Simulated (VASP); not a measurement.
WS2, 6 atoms in the cell. It takes space group C2/m (No. 12, monoclinic). The conventional cell has a = 5.429 Å, b = 3.127 Å, c = 12.182 Å, α = 90.00°, β = 98.01°, γ = 90.00°. W (site symmetry m) has 6 S at 2.38 to 2.39 Å and 6 W at 3.13 Å within 3.2 Å. S (site symmetry m) has 3 W at 2.38 to 2.39 Å and 7 S at 3.12 to 3.13 Å within 3.2 Å. S (site symmetry m) has 3 W at 2.39 Å and 7 S at 3.12 to 3.13 Å within 3.2 Å.  This cell differs from its parent crystal: engineering shear strain xz +0.0000, engineering shear strain yz -0.1400.

| Property | Result |
| --- | --- |
| Program | VASP 6.6.1 |
| Task | single point |
| Functional | LDA |
| Potentials or basis | VASP PAW LDA potentials, release 64 (W_sv, S) |
| Cutoff | 520 eV |
| k mesh | 12 × 12 × 4 |
| Occupations | gaussian, width 0.05 eV |
| Spin | no spin polarisation |
| Dipole correction | no |
| Further INCAR settings | ALGO = Normal; EDIFF = 1e-06; NBANDS = 35 |

Potentials or basis: VASP PAW LDA potentials, release 64 (W_sv, S).

Run with:

```sh
$ cat potpaw_LDA.64/W_sv/POTCAR potpaw_LDA.64/S/POTCAR > POTCAR
$ mpirun -np 1 vasp_std > vasp.out
```

Hardware: 1 thread of Intel(R) Xeon(R) Platinum 8488C (Sapphire Rapids), on a shared host.

Question: Estimate the wall time of this run.

Answer: Run time: 3.7 min on 1 thread of Intel(R) Xeon(R) Platinum 8488C (Sapphire Rapids), on a shared host, peak memory 0.51 GiB. Counts: scf iterations 14, k points 164.
